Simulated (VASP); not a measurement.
# AlNi3 (Fm-3m) in VASP: notebook

Runs on AlNi3. Level: PBEsol. Tasks: single point.

Everything below comes from runs of VASP 6.6.1. Logs are shortened: lines on timing, memory, paths and dates and some standing lists are left out, and cuts for length are marked.

### 1 The cell of the first run

The structure is cubic, space group Fm-3m (No. 225). The conventional cell has a = 5.489 Å, b = 5.489 Å, c = 5.489 Å, α = 90.00°, β = 90.00°, γ = 90.00°. Ni (site symmetry -43m) has 10 Ni at 2.38 to 2.74 Å and 4 Al at 2.38 Å within 3.1 Å. Within 3.1 Å of Ni (site symmetry m-3m) lie 8 Ni at 2.38 Å and 6 Al at 2.74 Å. Within 3.1 Å of Al (site symmetry m-3m) lie 14 Ni at 2.38 to 2.74 Å.

### 2 Single point, PBEsol, collinear spin, ferromagnetic start

Input file INCAR:

```
SYSTEM = AlNi3
ALGO     = Fast           ! electronic algorithm
EDIFF    = 1E-6           ! SCF threshold, eV
ENCUT    = 520            ! plane-wave cutoff, eV
GGA      = PS             ! functional
ISIF     = 2              ! what is computed and relaxed
ISMEAR   = -1             ! smearing method
ISPIN    = 2              ! spin polarisation
LASPH    = .True.         ! aspherical terms in the spheres
LCHARG   = .True.         ! write CHGCAR
LELF     = .True.         ! ELF
LMAXMIX  = 4              ! l up to which the mixer works
LORBIT   = 11             ! projections on sites
LREAL    = .False.        ! projectors in reciprocal space
LVHAR    = .True.       
LWAVE    = .False.        ! write WAVECAR
MAGMOM   = 1 1 1 0        ! initial moments
NBANDS   = 28             ! bands
NELM     = 150            ! most SCF steps
PREC     = Accurate       ! precision mode
SIGMA    = 0.05           ! smearing width, eV
```

Input file KPOINTS:

```
k-points
0
Gamma
  8 8 8
  0 0 0
```

Input file POSCAR:

```
AlNi3
1.0
    0.0000000000      2.7446913027      2.7446913027
    2.7446913027      0.0000000000      2.7446913027
    2.7446913027      2.7446913027      0.0000000000
Ni Al
3 1
Direct
    0.7500000000      0.7500000000      0.7500000000
    0.0000000000      0.0000000000      0.0000000000
    0.2500000000      0.2500000000      0.2500000000
    0.5000000000      0.5000000000      0.5000000000
```

Potentials or basis: VASP PAW PBE potentials, release 64 (Ni, Al).

The run is started by

```
$ cat potpaw_PBE.64/Ni/POTCAR potpaw_PBE.64/Al/POTCAR > POTCAR
$ mpirun -np 1 vasp_std > vasp.out
```

OUTCAR:

```text
SYSTEM = AlNi3
   EDIFF = 1E-6
   ENCUT = 520
   GGA = PS
   ISIF = 2
   ISMEAR = -1
   ISPIN = 2
   LASPH = .True.
   LORBIT = 11
   LREAL = .False.
   NELM = 150
   PREC = Accurate

 ion  position               nearest neighbor table
   1  0.750  0.750  0.750-   4 2.38   4 2.38   4 2.38   2 2.38   4 2.38   2 2.38   2 2.38   2 2.38
                             3 2.74   3 2.74   3 2.74   3 2.74   3 2.74   3 2.74
   2  0.000  0.000  0.000-   1 2.38   1 2.38   1 2.38   1 2.38   3 2.38   3 2.38   3 2.38   3 2.38
                             4 2.74   4 2.74   4 2.74   4 2.74   4 2.74   4 2.74
   3  0.250  0.250  0.250-   2 2.38   2 2.38   2 2.38   2 2.38   4 2.38   4 2.38   4 2.38   4 2.38
                             1 2.74   1 2.74   1 2.74   1 2.74   1 2.74   1 2.74
   4  0.500  0.500  0.500-   3 2.38   3 2.38   3 2.38   1 2.38   3 2.38   1 2.38   1 2.38   1 2.38
                             2 2.74   2 2.74   2 2.74   2 2.74   2 2.74   2 2.74

  LATTYP: Found a face centered cubic cell.
 ALAT       =     5.4893826054

  Lattice vectors:

 A1 = (   0.0000000000,   2.7446913027,   2.7446913027)
 A2 = (   2.7446913027,   0.0000000000,   2.7446913027)
 A3 = (   2.7446913027,   2.7446913027,   0.0000000000)

Analysis of symmetry for initial positions (statically):
=====================================================================
 Subroutine PRICEL returns:
 Original cell was already a primitive cell.

 Routine SETGRP: Setting up the symmetry group for a
 face centered cubic supercell.

 Subroutine GETGRP returns: Found 48 space group operations
 (whereof 48 operations were pure point group operations)
 out of a pool of 48 trial point group operations.

The static configuration has the point symmetry O_h .

Analysis of symmetry for dynamics (positions and initial velocities):
=====================================================================
 Subroutine PRICEL returns:
 Original cell was already a primitive cell.

 Routine SETGRP: Setting up the symmetry group for a
 face centered cubic supercell.

 Subroutine GETGRP returns: Found 48 space group operations
 (whereof 48 operations were pure point group operations)
 out of a pool of 48 trial point group operations.

The dynamic configuration has the point symmetry O_h .

Analysis of structural, dynamic, and magnetic symmetry:
=====================================================================
 Subroutine PRICEL returns:
 Original cell was already a primitive cell.

 Routine SETGRP: Setting up the symmetry group for a
 face centered cubic supercell.

 Subroutine GETGRP returns: Found 48 space group operations
 (whereof 48 operations were pure point group operations)
 out of a pool of 48 trial point group operations.

The overall configuration has the point symmetry O_h .

 Subroutine INISYM returns: Found 48 space group operations
 (whereof 48 operations are pure point group operations),
 and found     1 'primitive' translations

----------------------------------------------------------------------------------------

                                     Primitive cell

  volume of cell :      41.3533

  direct lattice vectors                    reciprocal lattice vectors
     0.000000000  2.744691303  2.744691303    -0.182169849  0.182169849  0.182169849
     2.744691303  0.000000000  2.744691303     0.182169849 -0.182169849  0.182169849
     2.744691303  2.744691303  0.000000000     0.182169849  0.182169849 -0.182169849

  length of vectors
     3.881579665  3.881579665  3.881579665     0.315527434  0.315527434  0.315527434

  position of ions in fractional coordinates (direct lattice)
     0.750000000  0.750000000  0.750000000
     0.000000000  0.000000000  0.000000000
     0.250000000  0.250000000  0.250000000
     0.500000000  0.500000000  0.500000000

  ion indices of the primitive-cell ions
   primitive index   ion index
                 1           1
                 2           2
                 3           3
                 4           4

----------------------------------------------------------------------------------------

 KPOINTS: k-points

Automatic generation of k-mesh.
 Grid dimensions read from file:
 generate k-points for:    8    8    8

 Generating k-lattice:

  Cartesian coordinates                     Fractional coordinates (reciprocal lattice)
    -0.022771231  0.022771231  0.022771231     0.125000000  0.000000000  0.000000000
     0.022771231 -0.022771231  0.022771231     0.000000000  0.125000000  0.000000000
     0.022771231  0.022771231 -0.022771231     0.000000000  0.000000000  0.125000000

  Length of vectors
     0.039440929  0.039440929  0.039440929

  Shift w.r.t. Gamma in fractional coordinates (k-lattice)
     0.000000000  0.000000000  0.000000000

 Subroutine IBZKPT returns following result:
 ===========================================

 Found     29 irreducible k-points:

 Following reciprocal coordinates:
            Coordinates               Weight
  0.000000  0.000000  0.000000      1.000000
  0.125000  0.000000  0.000000      8.000000
  0.250000  0.000000  0.000000      8.000000
  0.375000  0.000000  0.000000      8.000000
  0.500000  0.000000  0.000000      4.000000
  0.125000  0.125000  0.000000      6.000000
[... 16 lines left out ...]
  0.500000  0.250000  0.125000     48.000000
 -0.375000  0.250000  0.125000     24.000000
 [... further k-points ...]
   k-points           NKPTS =     29   k-points in BZ     NKDIM =     29   number of bands    NBANDS=     28
   number of dos      NEDOS =    301   number of ions     NIONS =      4
   total plane-waves  NPLWV =  27000
   dimension x,y,z NGX =    30 NGY =   30 NGZ =   30
   dimension x,y,z NGXF=    60 NGYF=   60 NGZF=   60
   ions per type =               3   1
   NGX,Y,Z   is equivalent  to a cutoff of  12.85, 12.85, 12.85 a.u.
   NGXF,Y,Z  is equivalent  to a cutoff of  25.70, 25.70, 25.70 a.u.
 SYSTEM =  AlNi3
   PREC   = accura    normal or accurate (medium, high low for compatibility)
   ISTART =      0    job   : 0-new  1-cont  2-samecut
   ICHARG =      2    charge: 1-file 2-atom 10-const
   ISPIN  =      2    spin polarized calculation?
   LNONCOLLINEAR =      F non collinear calculations
   LSORBIT =      F    spin-orbit coupling
   LASPH  =      T    aspherical Exc in radial PAW
   ENCUT  =  520.0 eV  38.22 Ry    6.18 a.u.   7.22  7.22  7.22*2*pi/ulx,y,z
   NELM   =    150;   NELMIN=  2; NELMDL= -5     # of ELM steps
   EDIFF  = 0.1E-05   stopping-criterion for ELM
   LREAL  =      F    real-space projection
   EDIFFG = 0.1E-04   stopping-criterion for IOM
   NSW    =      0    number of steps for IOM
   IBRION =     -1    ionic relax: 0-MD 1-quasi-New 2-CG
   NFREE  =      0    steps in history (QN), initial steepest desc. (CG)
   ISIF   =      2    stress and relaxation
   ISYM   =      2    0-nonsym 1-usesym 2-fastsym
   POTIM  = 0.5000    time-step for ionic-motion
   TEBEG  =    0.0;   TEEND  =   0.0 temperature during run
   PSTRESS=    0.0 pullay stress
   NELECT =      33.0000    total number of electrons
   NUPDOWN=      -1.0000    fix difference up-down
   EMIN   =  10.00;   EMAX   =-10.00  energy-range for DOS
   EFERMI =   0.00;   METHOD = LEGACY
   ISMEAR =    -1;   SIGMA  =   0.05  broadening in eV -4-tet -1-fermi 0-gaus
   EFERMI_NEDOS =   21; number of points for ismear=-14 and -15
   IALGO  =     68    algorithm
   IMIX   =      4    mixing-type and parameters
     AMIX     =   0.40;   BMIX     =  1.00
     AMIX_MAG =   1.60;   BMIX_MAG =  1.00
  volume/ion in A,a.u.               =      10.34        69.77
  Fermi-wavevector in a.u.,A,eV,Ry     =   1.518481  2.869513 31.372095  2.305784
  Thomas-Fermi vector in A             =   2.627596
   LORBIT       =     11    0 simple, 1 ext, 2 COOP (PROOUT), +10 PAW based schemes
   GGA     = PS    functional components
   LHFCALC =     F    Hartree Fock is set to
   AEXX    =    0.0000 exact exchange contribution
   IVDW    =     0    specifies the selected vdW correction
   LEPSILON=     F    determine dielectric tensor
   LRPA    =     F    only Hartree local field effects (RPA)
 spin polarized calculation
 RMM-DIIS sequential band-by-band and
  energy-cutoff  :      520.00
  volume of cell :       41.35
 maximum number of plane-waves:      1139
 NGX is ok and might be reduce to    30
   NGX = 15   NGY = 15   NGZ = 15

 number of electron      33.0000004 magnetization      -0.0049023

 number of electron      33.0000004 magnetization       0.0003035

 Free energy of the ion-electron system (eV)
  ---------------------------------------------------
  ext. energy  EPLUGINS =         0.00000000
  ---------------------------------------------------
  free energy    TOTEN  =       -23.98879217 eV

  energy without entropy =      -23.97153094  energy(sigma->0) =      -23.98016156

 E-fermi :  10.6916     XC(G=0): -13.3038

 val. band max:       10.6753360848   @ k =   0.5000   0.5000   0.0000
 cond. band min:      10.6972956157   @ k =  -0.2500   0.5000   0.2500
 fundamental gap:      0.0219595308
 Fermi energy:        10.6916015510

 spin component 1

 k-point     1 :       0.0000    0.0000    0.0000
  band No.  band energies     occupation
      1       0.0390      1.00000
      2       6.7353      1.00000
      3       6.7353      1.00000
      4       6.9184      1.00000
      5       6.9184      1.00000
      6       6.9184      1.00000
[... 20 lines left out ...]
     27      20.7304      0.00000
     28      23.0515      0.00000

 k-point     2 :       0.1250    0.0000    0.0000
  band No.  band energies     occupation
      1       0.2821      1.00000
      2       6.6854      1.00000
      3       6.6854      1.00000
      4       6.7925      1.00000
      5       7.1023      1.00000
      6       7.1023      1.00000
[... 674 lines left out ...]
 k-point    24 :      -0.3750    0.2500    0.1250
  band No.  band energies     occupation
      1       3.7110      1.00000
      2       4.4065      1.00000
      3       6.2799      1.00000
      4       7.0538      1.00000
      5       7.1911      1.00000
      6       7.8094      1.00000
[... 20 lines left out ...]
     27      26.4967      0.00000
     28      29.4960      0.00000

 [... further k-points ...]

 spin component 2

 k-point     1 :       0.0000    0.0000    0.0000
  band No.  band energies     occupation
      1       0.0389      1.00000
      2       6.7353      1.00000
      3       6.7353      1.00000
      4       6.9184      1.00000
      5       6.9184      1.00000
      6       6.9184      1.00000
[... 20 lines left out ...]
     27      20.7304      0.00000
     28      23.0514      0.00000

 k-point     2 :       0.1250    0.0000    0.0000
  band No.  band energies     occupation
      1       0.2820      1.00000
      2       6.6853      1.00000
      3       6.6853      1.00000
      4       6.7925      1.00000
      5       7.1023      1.00000
      6       7.1023      1.00000
[... 674 lines left out ...]
 k-point    24 :      -0.3750    0.2500    0.1250
  band No.  band energies     occupation
      1       3.7109      1.00000
      2       4.4065      1.00000
      3       6.2798      1.00000
      4       7.0538      1.00000
      5       7.1911      1.00000
      6       7.8095      1.00000
[... 20 lines left out ...]
     27      26.4967      0.00000
     28      29.4188      0.00000

 [... further k-points ...]

------------------------ aborting loop because EDIFF is reached ----------------------------------------

  FORCE on cell =-STRESS in cart. coord.  units (eV):
  Direction    XX          YY          ZZ          XY          YZ          ZX
  --------------------------------------------------------------------------------------
  -------------------------------------------------------------------------------------
  Total        3.4441067      3.4441067      3.4441067      0.0000000     -0.0000000     -0.0000000
  in kB      133.4371228    133.4371228    133.4371228      0.0000000     -0.0000000     -0.0000000
  external PRESSURE =     133.4371228 kB  Pullay stress =       0.0000000 kB

 VOLUME and BASIS-vectors are now :
 -----------------------------------------------------------------------------
  energy-cutoff  :      520.00
  volume of cell :       41.35
      direct lattice vectors                 reciprocal lattice vectors
     0.000000000  2.744691303  2.744691303    -0.182169849  0.182169849  0.182169849
     2.744691303  0.000000000  2.744691303     0.182169849 -0.182169849  0.182169849
     2.744691303  2.744691303  0.000000000     0.182169849  0.182169849 -0.182169849

 POSITION                                       TOTAL-FORCE (eV/Angst)
 -----------------------------------------------------------------------------------
      4.11704      4.11704      4.11704        -0.000000     -0.000000     -0.000000
      0.00000      0.00000      0.00000        -0.000000      0.000000      0.000000
      1.37235      1.37235      1.37235         0.000000      0.000000      0.000000
      2.74469      2.74469      2.74469        -0.000000      0.000000      0.000000
 -----------------------------------------------------------------------------------
    total drift:                                0.000000     -0.000000      0.000000

  FREE ENERGIE OF THE ION-ELECTRON SYSTEM (eV)
  ---------------------------------------------------
  free  energy   TOTEN  =       -23.9887921706 eV

  energy  without entropy=      -23.9715309419  energy(sigma->0) =      -23.98016156

 total charge

# of ion       s       p       d       tot
------------------------------------------
    1        0.515   0.591   8.482   9.588
    2        0.522   0.571   8.444   9.537
    3        0.515   0.591   8.482   9.588
    4        0.413   0.444   0.000   0.857
--------------------------------------------------
tot          1.965   2.196  25.408  29.570

 magnetization (x)

# of ion       s       p       d       tot
------------------------------------------
    1       -0.000  -0.000   0.000   0.000
    2       -0.000  -0.000   0.000   0.000
    3       -0.000  -0.000   0.000   0.000
    4        0.000  -0.000   0.000  -0.000
--------------------------------------------------
tot         -0.000  -0.000   0.000   0.000
```

It took 45 s on 1 thread of Intel Xeon 6975P-C (Granite Rapids), shared host; peak memory 0.21 GiB.

Results:

```yaml
Free_energy: -23.9888 eV
Pressure: 13.3 GPa
Net_moment: 0.00 μB per cell
Valence_electrons_inside_the_program's_atomic_spheres: Ni 9.59, 9.54; Al 0.86
```

Caveat: the PAW data sets were made with another functional, which shifts forces and pressure a little.

### 3 Single point, PBEsol, collinear spin, ferromagnetic start

This run uses another cell than the first one, of 10.56 Å³/atom, 1.021 times its volume.

Input file INCAR:

```
PREC = Accurate
ENCUT = 520
EDIFF = 1E-6
ISMEAR = -1
SIGMA = 0.05
LREAL = False
LASPH = True
NELM = 150
ALGO = Normal
ISIF = 2
LWAVE = False
LCHARG = False
ISPIN = 2
MAGMOM = 1 1 1 0
LORBIT = 11
LMAXMIX = 4
GGA = PS
NBANDS = 28
```

Input file KPOINTS:

```
Automatic mesh
0
Gamma
  8 8 8
```

Input file POSCAR:

```
AlNi3
1.0
    0.0000000000      2.7640207515      2.7640207515
    2.7640207515      0.0000000000      2.7640207515
    2.7640207515      2.7640207515      0.0000000000
Ni Al
3 1
Direct
    0.7500000000      0.7500000000      0.7500000000
    0.0000000000      0.0000000000      0.0000000000
    0.2500000000      0.2500000000      0.2500000000
    0.5000000000      0.5000000000      0.5000000000
```

Potentials or basis: VASP PAW PBE potentials, release 64 (Ni, Al).

The run is started by

```
$ cat potpaw_PBE.64/Ni/POTCAR potpaw_PBE.64/Al/POTCAR > POTCAR
$ mpirun -np 1 vasp_std > vasp.out
```

Wall time 44 s (1 thread of Intel Xeon 6975P-C (Granite Rapids), shared host); peak memory 0.2 GiB.

Results (log left out):

```yaml
Free_energy: -24.0476 eV
Pressure: 8.2 GPa
Net_moment: 0.00 μB per cell
Valence_electrons_inside_the_program's_atomic_spheres: Ni 9.54, 9.49; Al 0.84
```

Levels at points of the mesh, in eV from the Fermi level:
Spin up:
```tsv
k point	band 12	band 13	band 14	band 15	band 16	band 17	band 18	band 19	band 20	band 21
(0.00, 0.00, 0.00)	-0.96	-0.58	-0.58	-0.54	-0.54	5.58	5.58	5.58	6.15	6.15
(0.50, 0.00, 0.00)	-1.82	-0.67	-0.67	-0.49	-0.49	-0.14	4.43	4.43	5.00	5.00
(0.50, 0.50, 0.00)	-1.27	-1.11	-0.78	-0.61	-0.37	-0.37	-0.37	-0.02	4.46	4.96
```
Spin down:
```
           k point  band 14  band 15  band 16  band 17  band 18  band 19
(0.00, 0.00, 0.00)    -0.58    -0.54    -0.54     5.58     5.58     5.58
(0.50, 0.00, 0.00)    -0.67    -0.49    -0.49    -0.14     4.43     4.43
(0.50, 0.50, 0.00)    -0.78    -0.61    -0.37    -0.37    -0.37    -0.02
```

Caveat: the PAW data sets were made with another functional, which shifts forces and pressure a little.
